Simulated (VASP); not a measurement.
Set up this calculation in VASP 6.6.1, as the native input.

```
Task                   : single point
Functional             : LDA
Potentials or basis    : VASP PAW LDA potentials, release 64 (Y_sv, Se)
Cutoff                 : 520 eV
k mesh                 : 14 × 14 × 14
Occupations            : gaussian, width 0.15 eV
Spin                   : no spin polarisation
Dipole correction      : no
Further INCAR settings : ALGO = Normal; EDIFF = 1e-06; NBANDS = 16
```

The structure of YSe lies in POSCAR:

```
YSe
1.0
    0.0000000000      2.8750000000      2.8750000000
    2.8750000000      0.0000000000      2.8750000000
    2.8750000000      2.8750000000      0.0000000000
Y Se
1 1
Direct
    0.0000000000      0.0000000000      0.0000000000
    0.5000000000      0.5000000000      0.5000000000
```

One way to write it, as run:

INCAR

```
SYSTEM = YSe
  PREC = Accurate
  ENCUT = 520
  EDIFF = 1E-6
  ISMEAR = 0
  SIGMA = 0.15
  LREAL = .FALSE.
  LASPH = .TRUE.
  NELM = 60
  ALGO = Normal
  ISIF = 2
  LWAVE = .FALSE.
  LCHARG = .FALSE.
  NBANDS = 16
```

KPOINTS

```
Automatic mesh
0
G
  14 14 14
  0 0 0
```

Potentials or basis: VASP PAW LDA potentials, release 64 (Y_sv, Se).

The run is started by

```bash
$ cat potpaw_LDA.64/Y_sv/POTCAR potpaw_LDA.64/Se/POTCAR > POTCAR
$ mpirun -np 1 vasp_std > vasp.out
```

It gave:

```yaml
Pressure: -4.5 GPa
Band_gap_on_the_k_mesh: zero (an odd number of electrons rules out a gap without spin polarisation)
```

Caveat: the cell stands under tension.

Wall time 100 s on 1 thread of Intel Xeon 8259CL, on a shared host, peak memory 0.23 GiB.
